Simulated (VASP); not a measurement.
# Pb (Fm-3m) in VASP: a series of runs

Pb is run at these levels: RPBE; tasks: single point.

Program: VASP 6.6.1. These are calculated values, not measurements. Logs are shortened: lines on timing, memory, paths and dates and some standing lists are left out, and cuts for length are marked.

### 1 The cell of the first run

Symmetry: Fm-3m, No. 225, cubic system. Conventional cell: a = 5.032 Å, b = 5.032 Å, c = 5.032 Å, α = 90.00°, β = 90.00°, γ = 90.00°. Pb (site symmetry m-3m) has 12 Pb at 3.56 Å within 4.7 Å.

### 2 Single point, RPBE (volume scaled by 0.96)

The input, INCAR:

```
PREC = Accurate ; ENCUT = 520
EDIFF = 1E-7 ; ISMEAR = -1
SIGMA = 0.1 ; LREAL = F
LASPH = T ; NELM = 80
ALGO = Normal ; ISIF = 2
LWAVE = F ; LCHARG = F
GGA = RP ; NBANDS = 13
```

The input, KPOINTS:

```
Automatic mesh
0
Gamma
  17 17 17
```

The input, POSCAR:

```
Pb
1.0
    0.0000000000      2.5161568203      2.5161568203
    2.5161568203      0.0000000000      2.5161568203
    2.5161568203      2.5161568203      0.0000000000
Pb
1
Direct
    0.0000000000      0.0000000000      0.0000000000
```

Potentials or basis: VASP PAW PBE potentials, release 64 (Pb_d).

Run with:

```sh
$ cat potpaw_PBE.64/Pb_d/POTCAR > POTCAR
$ mpirun -np 1 vasp_std > vasp.out
```

OUTCAR:

```text
PREC = Accurate
   ENCUT = 520
   EDIFF = 1E-7
   ISMEAR = -1
   LREAL = F
   LASPH = T
   NELM = 80
   ISIF = 2
   GGA = RP

 ion  position               nearest neighbor table
   1  0.000  0.000  0.000-

  LATTYP: Found a face centered cubic cell.
 ALAT       =     5.0323136406

  Lattice vectors:

 A1 = (   0.0000000000,   2.5161568203,   2.5161568203)
 A2 = (   2.5161568203,   0.0000000000,   2.5161568203)
 A3 = (   2.5161568203,   2.5161568203,   0.0000000000)

Analysis of symmetry for initial positions (statically):
=====================================================================
 Subroutine PRICEL returns:
 Original cell was already a primitive cell.

 Routine SETGRP: Setting up the symmetry group for a
 face centered cubic supercell.

 Subroutine GETGRP returns: Found 48 space group operations
 (whereof 48 operations were pure point group operations)
 out of a pool of 48 trial point group operations.

The static configuration has the point symmetry O_h .

Analysis of symmetry for dynamics (positions and initial velocities):
=====================================================================
 Subroutine PRICEL returns:
 Original cell was already a primitive cell.

 Routine SETGRP: Setting up the symmetry group for a
 face centered cubic supercell.

 Subroutine GETGRP returns: Found 48 space group operations
 (whereof 48 operations were pure point group operations)
 out of a pool of 48 trial point group operations.

The dynamic configuration has the point symmetry O_h .

 Subroutine INISYM returns: Found 48 space group operations
 (whereof 48 operations are pure point group operations),
 and found     1 'primitive' translations

----------------------------------------------------------------------------------------

                                     Primitive cell

  volume of cell :      31.8598

  direct lattice vectors                    reciprocal lattice vectors
     0.000000000  2.516156820  2.516156820    -0.198715754  0.198715754  0.198715754
     2.516156820  0.000000000  2.516156820     0.198715754 -0.198715754  0.198715754
     2.516156820  2.516156820  0.000000000     0.198715754  0.198715754 -0.198715754

  length of vectors
     3.558383100  3.558383100  3.558383100     0.344185782  0.344185782  0.344185782

  position of ions in fractional coordinates (direct lattice)
     0.000000000  0.000000000  0.000000000

  ion indices of the primitive-cell ions
   primitive index   ion index
                 1           1

----------------------------------------------------------------------------------------

 KPOINTS: Automatic mesh

Automatic generation of k-mesh.
 Grid dimensions read from file:
 generate k-points for:   17   17   17

 Generating k-lattice:

  Cartesian coordinates                     Fractional coordinates (reciprocal lattice)
    -0.011689162  0.011689162  0.011689162     0.058823529  0.000000000  0.000000000
     0.011689162 -0.011689162  0.011689162     0.000000000  0.058823529  0.000000000
     0.011689162  0.011689162 -0.011689162     0.000000000  0.000000000  0.058823529

  Length of vectors
     0.020246222  0.020246222  0.020246222

  Shift w.r.t. Gamma in fractional coordinates (k-lattice)
     0.000000000  0.000000000  0.000000000

 Subroutine IBZKPT returns following result:
 ===========================================

 Found    165 irreducible k-points:

 Following reciprocal coordinates:
            Coordinates               Weight
  0.000000  0.000000  0.000000      1.000000
  0.058824  0.000000  0.000000      8.000000
  0.117647  0.000000  0.000000      8.000000
  0.176471  0.000000  0.000000      8.000000
  0.235294  0.000000  0.000000      8.000000
  0.294118  0.000000  0.000000      8.000000
[... 16 lines left out ...]
 -0.176471  0.058824  0.000000     24.000000
 -0.117647  0.058824  0.000000     24.000000
 [... further k-points ...]
   k-points           NKPTS =    165   k-points in BZ     NKDIM =    165   number of bands    NBANDS=     13
   number of dos      NEDOS =    301   number of ions     NIONS =      1
   total plane-waves  NPLWV =  21952
   dimension x,y,z NGX =    28 NGY =   28 NGZ =   28
   dimension x,y,z NGXF=    56 NGYF=   56 NGZF=   56
   ions per type =               1
   NGX,Y,Z   is equivalent  to a cutoff of  13.08, 13.08, 13.08 a.u.
   NGXF,Y,Z  is equivalent  to a cutoff of  26.16, 26.16, 26.16 a.u.
 SYSTEM =  unknown system
   PREC   = accura    normal or accurate (medium, high low for compatibility)
   ISTART =      0    job   : 0-new  1-cont  2-samecut
   ICHARG =      2    charge: 1-file 2-atom 10-const
   ISPIN  =      1    spin polarized calculation?
   LNONCOLLINEAR =      F non collinear calculations
   LSORBIT =      F    spin-orbit coupling
   LASPH  =      T    aspherical Exc in radial PAW
   ENCUT  =  520.0 eV  38.22 Ry    6.18 a.u.   6.62  6.62  6.62*2*pi/ulx,y,z
   NELM   =     80;   NELMIN=  2; NELMDL= -5     # of ELM steps
   EDIFF  = 0.1E-06   stopping-criterion for ELM
   LREAL  =      F    real-space projection
   EDIFFG = 0.1E-05   stopping-criterion for IOM
   NSW    =      0    number of steps for IOM
   IBRION =     -1    ionic relax: 0-MD 1-quasi-New 2-CG
   NFREE  =      0    steps in history (QN), initial steepest desc. (CG)
   ISIF   =      2    stress and relaxation
   ISYM   =      2    0-nonsym 1-usesym 2-fastsym
   POTIM  = 0.5000    time-step for ionic-motion
   TEBEG  =    0.0;   TEEND  =   0.0 temperature during run
   PSTRESS=    0.0 pullay stress
   NELECT =      14.0000    total number of electrons
   NUPDOWN=      -1.0000    fix difference up-down
   EMIN   =  10.00;   EMAX   =-10.00  energy-range for DOS
   EFERMI =   0.00;   METHOD = LEGACY
   ISMEAR =    -1;   SIGMA  =   0.10  broadening in eV -4-tet -1-fermi 0-gaus
   EFERMI_NEDOS =   21; number of points for ismear=-14 and -15
   IALGO  =     38    algorithm
   IMIX   =      4    mixing-type and parameters
     AMIX     =   0.40;   BMIX     =  1.00
     AMIX_MAG =   1.60;   BMIX_MAG =  1.00
  volume/ion in A,a.u.               =      31.86       215.00
  Fermi-wavevector in a.u.,A,eV,Ry     =   1.244619  2.351989 21.076469  1.549077
  Thomas-Fermi vector in A             =   2.378878
   LORBIT       =      0    0 simple, 1 ext, 2 COOP (PROOUT), +10 PAW based schemes
   GGA     = RP    functional components
   LHFCALC =     F    Hartree Fock is set to
   AEXX    =    0.0000 exact exchange contribution
   IVDW    =     0    specifies the selected vdW correction
   LEPSILON=     F    determine dielectric tensor
   LRPA    =     F    only Hartree local field effects (RPA)
 non-spin polarized calculation
  energy-cutoff  :      520.00
  volume of cell :       31.86
 maximum number of plane-waves:       883
   NGX = 13   NGY = 13   NGZ = 13

 number of electron      14.0000003 magnetization

 Free energy of the ion-electron system (eV)
  ---------------------------------------------------
  ext. energy  EPLUGINS =         0.00000000
  ---------------------------------------------------
  free energy    TOTEN  =        -3.18186203 eV

  energy without entropy =       -3.16364249  energy(sigma->0) =       -3.17275226

 E-fermi :   6.8927     XC(G=0):  -9.8486

 val. band max:        6.8535796531   @ k =  -0.1765   0.2353   0.0588
 cond. band min:       6.8953289369   @ k =   0.3529   0.2941   0.0000
 fundamental gap:      0.0417492838
 Fermi energy:         6.8927357419

 k-point     1 :       0.0000    0.0000    0.0000
  band No.  band energies     occupation
      1     -10.2393      2.00000
      2     -10.2393      2.00000
      3     -10.2393      2.00000
      4     -10.1212      2.00000
      5     -10.1212      2.00000
      6      -4.5508      2.00000
      7      13.9294      0.00000
      8      13.9294      0.00000
      9      13.9294      0.00000
     10      16.5609      0.00000
     11      17.5484      0.00000
     12      18.9840      0.00000
     13      18.9840      0.00000

 k-point     2 :       0.0588    0.0000    0.0000
  band No.  band energies     occupation
      1     -10.2393      2.00000
      2     -10.2350      2.00000
      3     -10.2350      2.00000
      4     -10.1216      2.00000
      5     -10.1216      2.00000
      6      -4.4875      2.00000
      7      13.0982      0.00000
      8      13.8485      0.00000
      9      13.8485      0.00000
     10      16.3553      0.00000
     11      17.9847      0.00000
     12      19.1281      0.00000
     13      19.1281      0.00000

 k-point     3 :       0.1176    0.0000    0.0000
  band No.  band energies     occupation
      1     -10.2394      2.00000
      2     -10.2239      2.00000
      3     -10.2239      2.00000
      4     -10.1209      2.00000
      5     -10.1209      2.00000
      6      -4.2979      2.00000
      7      11.4604      0.00000
      8      13.6331      0.00000
      9      13.6331      0.00000
     10      16.0535      0.00000
     11      18.7290      0.00000
     12      19.5062      0.00000
     13      19.5062      0.00000
[... 305 lines left out ...]
 k-point    23 :      -0.1765    0.0588    0.0000
  band No.  band energies     occupation
      1     -10.2423      2.00000
      2     -10.2061      2.00000
      3     -10.2058      2.00000
      4     -10.1246      2.00000
      5     -10.0959      2.00000
      6      -3.7947      2.00000
      7       9.1124      0.00000
      8      12.1640      0.00000
      9      13.6964      0.00000
     10      16.1507      0.00000
     11      18.2532      0.00000
     12      18.9460      0.00000
     13      19.4008      0.00000

 k-point    24 :      -0.1176    0.0588    0.0000
  band No.  band energies     occupation
      1     -10.2420      2.00000
      2     -10.2175      2.00000
      3     -10.2126      2.00000
      4     -10.1295      2.00000
      5     -10.1102      2.00000
      6      -4.1506      2.00000
      7      10.8225      0.00000
      8      12.5680      0.00000
      9      13.9304      0.00000
     10      16.2530      0.00000
     11      18.6332      0.00000
     12      19.1199      0.00000
     13      19.2381      0.00000

 [... further k-points ...]
[... 5 lines left out ...]
  --------------------------------------------------------------------------------------
  -------------------------------------------------------------------------------------
  Total        0.3273842      0.3273842      0.3273842     -0.0000000      0.0000000      0.0000000
  in kB       16.4636120     16.4636120     16.4636120     -0.0000000      0.0000000      0.0000000
  external PRESSURE =      16.4636120 kB  Pullay stress =       0.0000000 kB

 VOLUME and BASIS-vectors are now :
 -----------------------------------------------------------------------------
  energy-cutoff  :      520.00
  volume of cell :       31.86
      direct lattice vectors                 reciprocal lattice vectors
     0.000000000  2.516156820  2.516156820    -0.198715754  0.198715754  0.198715754
     2.516156820  0.000000000  2.516156820     0.198715754 -0.198715754  0.198715754
     2.516156820  2.516156820  0.000000000     0.198715754  0.198715754 -0.198715754

 POSITION                                       TOTAL-FORCE (eV/Angst)
 -----------------------------------------------------------------------------------
      0.00000      0.00000      0.00000         0.000000      0.000000      0.000000
 -----------------------------------------------------------------------------------
    total drift:                               -0.000000     -0.000000     -0.000000

  FREE ENERGIE OF THE ION-ELECTRON SYSTEM (eV)
  ---------------------------------------------------
  free  energy   TOTEN  =        -3.1818620287 eV

  energy  without entropy=       -3.1636424906  energy(sigma->0) =       -3.17275226
```

Run time: 34 s. Hardware: 1 thread of AMD EPYC 9R14 (Zen 4), shared host; peak memory 0.17 GiB.

Results:

- Free energy: -3.1819 eV
- Pressure: 1.6 GPa
- Band gap on the k mesh: zero (band 7 reaches 13.93 eV, above the bottom of band 8 at 5.35 eV)

Levels at points of the mesh, in eV from the Fermi level:
| k point | band 5 | band 6 | band 7 | band 8 | band 9 | band 10 |
| --- | --- | --- | --- | --- | --- | --- |
| (0.00, 0.00, 0.00) | -17.01 | -11.44 | 7.04 | 7.04 | 7.04 | 9.67 |

Caveat: the cell differs from its parent crystal (volume scaled by 0.96); the PAW data sets were made with another functional, which shifts forces and pressure a little; spin-orbit coupling is left out, which moves the levels of the heavy elements.

### 3 Single point, RPBE

This run uses another cell than the first one, of 33.19 Å³/atom, 1.042 times its volume.

The input, INCAR:

```
SYSTEM = Pb
  PREC = Accurate
  ENCUT = 520
  EDIFF = 1E-7
  ISMEAR = -1
  SIGMA = 0.1
  LREAL = .False.
  LASPH = .True.
  NELM = 100
  ALGO = Normal
  ISIF = 2
  LWAVE = .False.
  LCHARG = .True.
  GGA = RP
  LELF = .True.
  LVHAR = .True.
  NBANDS = 13
```

The input, KPOINTS:

```
Automatic mesh
0
Gamma
  17 17 17
  0 0 0
```

The input, POSCAR:

```
Pb
1.0
    0.0000000000      2.5506290056      2.5506290056
    2.5506290056      0.0000000000      2.5506290056
    2.5506290056      2.5506290056      0.0000000000
Pb
1
Direct
    0.0000000000      0.0000000000      0.0000000000
```

Potentials or basis: VASP PAW PBE potentials, release 64 (Pb_d).

Run with:

```sh
$ cat potpaw_PBE.64/Pb_d/POTCAR > POTCAR
$ mpirun -np 1 vasp_std > vasp.out
```

OUTCAR:

```text
SYSTEM = Pb
   PREC = Accurate
   ENCUT = 520
   EDIFF = 1E-7
   ISMEAR = -1
   LREAL = .False.
   LASPH = .True.
   NELM = 100
   ISIF = 2
   GGA = RP

 ion  position               nearest neighbor table
   1  0.000  0.000  0.000-

  LATTYP: Found a face centered cubic cell.
 ALAT       =     5.1012580112

  Lattice vectors:

 A1 = (   0.0000000000,   2.5506290056,   2.5506290056)
 A2 = (   2.5506290056,   0.0000000000,   2.5506290056)
[... 562 lines left out ...]
     13      18.5296      0.00000

 [... further k-points ...]

------------------------ aborting loop because EDIFF is reached ----------------------------------------

  FORCE on cell =-STRESS in cart. coord.  units (eV):
  Direction    XX          YY          ZZ          XY          YZ          ZX
  --------------------------------------------------------------------------------------
  -------------------------------------------------------------------------------------
  Total        0.0157636      0.0157636      0.0157636     -0.0000000     -0.0000000      0.0000000
  in kB        0.7610145      0.7610145      0.7610145     -0.0000000     -0.0000000      0.0000000
  external PRESSURE =       0.7610145 kB  Pullay stress =       0.0000000 kB

 VOLUME and BASIS-vectors are now :
 -----------------------------------------------------------------------------
  energy-cutoff  :      520.00
  volume of cell :       33.19
      direct lattice vectors                 reciprocal lattice vectors
     0.000000000  2.550629006  2.550629006    -0.196030077  0.196030077  0.196030077
     2.550629006  0.000000000  2.550629006     0.196030077 -0.196030077  0.196030077
     2.550629006  2.550629006  0.000000000     0.196030077  0.196030077 -0.196030077

 POSITION                                       TOTAL-FORCE (eV/Angst)
 -----------------------------------------------------------------------------------
      0.00000      0.00000      0.00000         0.000000      0.000000      0.000000
 -----------------------------------------------------------------------------------
    total drift:                               -0.000000      0.000000     -0.000000

  FREE ENERGIE OF THE ION-ELECTRON SYSTEM (eV)
  ---------------------------------------------------
  free  energy   TOTEN  =        -3.1894056946 eV

  energy  without entropy=       -3.1706924990  energy(sigma->0) =       -3.18004910
```

stdout:

```text
POSCAR found type information on POSCAR Pb
 POSCAR found :  1 types and       1 ions
 scaLAPACK will be used
 -----------------------------------------------------------------------------
|                                                                             |
|                                                                             |
|     You enforced a specific xc type in the INCAR file but a different       |
|     I HOPE YOU KNOW WHAT YOU ARE DOING!                                     |
|                                                                             |
 -----------------------------------------------------------------------------

 LDA part: xc-table for (Slater+PW92), standard interpolation
 POSCAR, INCAR and KPOINTS ok, starting setup
 FFT: planning ... GRIDC
 FFT: planning ... GRID_SOFT
 FFT: planning ... GRID
 WAVECAR not read
 entering main loop
```

It took 36 s on 1 thread of AMD EPYC 9R14 (Zen 4), shared host; peak memory 0.17 GiB.

What came out:

| Property | Result |
| --- | --- |
| Free energy | -3.1894 eV |
| Pressure | 0.1 GPa |
| Band gap on the k mesh | zero (band 7 reaches 13.19 eV, above the bottom of band 8 at 5.01 eV) |

Caveat: the PAW data sets were made with another functional, which shifts forces and pressure a little; spin-orbit coupling is left out, which moves the levels of the heavy elements.

### 4 Single point, RPBE (volume scaled by 1.04)

The input, INCAR:

```
  ALGO = Normal
  EDIFF = 1E-6
  ENCUT = 520
  GGA = RP
  ISIF = 2
  ISMEAR = -1
  LASPH = True
  LCHARG = True
  LELF = True
  LREAL = False
  LVHAR = True
  LWAVE = False
  NBANDS = 13
  NELM = 80
  PREC = Accurate
  SIGMA = 0.1
```

The input, KPOINTS:

```
k-points
0
Gamma
  17 17 17
```

The input, POSCAR:

```
Pb
1.0
    0.0000000000      2.5841937627      2.5841937627
    2.5841937627      0.0000000000      2.5841937627
    2.5841937627      2.5841937627      0.0000000000
Pb
1
Direct
    0.0000000000      0.0000000000      0.0000000000
```

Run with:

```sh
$ cat potpaw_PBE.64/Pb_d/POTCAR > POTCAR
$ mpirun -np 1 vasp_std > vasp.out
```

Run time: 33 s. Hardware: 1 thread of AMD EPYC 9R14 (Zen 4), shared host; peak memory 0.17 GiB.

Results (log left out):

* Free energy: -3.1853 eV
* Pressure: -1.2 GPa
* Band gap on the k mesh: zero (band 7 reaches 12.51 eV, above the bottom of band 8 at 4.69 eV)

Levels at points of the mesh, in eV from the Fermi level:
| k point | band 4 | band 5 | band 6 | band 7 | band 8 | band 9 | band 10 | band 11 |
| --- | --- | --- | --- | --- | --- | --- | --- | --- |
| (0.00, 0.00, 0.00) | -17.01 | -17.01 | -10.96 | 6.44 | 6.44 | 6.44 | 9.60 | 9.68 |

Caveat: the cell differs from its parent crystal (volume scaled by 1.04); the PAW data sets were made with another functional, which shifts forces and pressure a little; spin-orbit coupling is left out, which moves the levels of the heavy elements.

(Part 1 of 2 ends here.)
